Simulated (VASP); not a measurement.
Wanted: the native input for a VASP 6.6.1 run.

```yaml
Task: single point
Functional: PBE
Dispersion: D3(BJ)
Potentials_or_basis: VASP PAW PBE potentials, release 64 (C, H)
Cutoff: 520 eV
k_mesh: 6 × 6 × 1
Occupations: gaussian, width 0.1 eV
Spin: collinear spin
Starting_moments: "[0.0, 0.0, 0.0, 0.0, 0.0, 0.0, 0.0, 0.0, 1.0] μB"
Dipole_correction: yes
Further_INCAR_settings: ALGO = Normal; EDIFF = 1e-06; NBANDS = 30
```

The structure of HC8 lies in POSCAR:

```
HC8
1.0
    4.9313048824     -0.0000000001      0.0000000000
   -2.4656524412      4.2706353020      0.0000000000
    0.0000000000      0.0000000000     17.0000331944
C H
8 1
Direct
    0.3333333333      0.1666666667      0.2352956108
    0.3333333333      0.6666666667      0.2352956108
    0.8333333333      0.1666666667      0.2352956108
    0.8333333333      0.6666666667      0.2352956108
    0.1666666667      0.3333333333      0.2352936582
    0.1666666667      0.8333333333      0.2352936582
    0.6666666667      0.3333333333      0.2352936582
    0.6666666667      0.8333333333      0.2352936582
    0.5833333333      0.1666666667      0.3076484107
```

One way to write it, as run:

INCAR

```
  ALGO = Normal
  DIPOL = 0.5 0.5 0.243
  EDIFF = 1E-6
  ENCUT = 520
  GGA = PE
  IDIPOL = 3
  ISIF = 2
  ISMEAR = 0
  ISPIN = 2
  IVDW = 12
  LASPH = True
  LCHARG = False
  LDIPOL = True
  LORBIT = 11
  LREAL = False
  LWAVE = False
  MAGMOM = 0 0 0 0 0 0 0 0 1
  NBANDS = 30
  NELM = 150
  PREC = Accurate
  SIGMA = 0.1
```

KPOINTS

```
k-points
0
Gamma
  6 6 1
```

Potentials or basis: VASP PAW PBE potentials, release 64 (C, H).

The run is started by

```console
$ cat potpaw_PBE.64/C/POTCAR potpaw_PBE.64/H/POTCAR > POTCAR
$ mpirun -np 1 vasp_std > vasp.out
```

Results of the run:

```yaml
Largest_force: 2.058 eV/Å
Net_moment: 0.00 μB per cell
Valence_electrons_inside_the_program's_atomic_spheres: C 2.65, 2.67, 2.66 (each value once); H 0.47
Dispersion_energy_per_atom: -0.085 eV
```

It took 11 min on 1 thread of Intel(R) Xeon(R) Platinum 8259CL CPU @ 2.50GHz (Skylake/Cascade Lake), on a shared host, peak memory 0.72 GiB.
